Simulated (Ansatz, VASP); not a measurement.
## NbC: VASP beside Ansatz

```xyz
2
Lattice="0.0000 2.2443 2.2443 2.2443 0.0000 2.2443 2.2443 2.2443 0.0000" Properties=species:S:1:pos:R:3 pbc="T T T"
Nb    0.0000    0.0000    0.0000
C     2.2443    2.2443    2.2443
```

Alike in both runs: task single point; functional PBE; dispersion D4; k mesh 10 × 10 × 10; occupations gaussian, width 0.05 eV; no spin polarisation.

```csv
,VASP,Ansatz
version,VASP 6.6.1,Ansatz 0.2.0
potentials or method,"VASP PAW PBE potentials, release 64 (Nb_sv, C), cutoff 600 eV","scalar-relativistic, plane waves, PAW"
valence electrons in the cell,17,17
```

```tsv
	VASP	Ansatz	Ansatz less VASP
gap on the k mesh at the Fermi level (eV)	none	none	-
pressure (GPa)	-6.5	-5.9	+0.66
```

A gap of «none» marks a metal or a gap that the smearing closes.
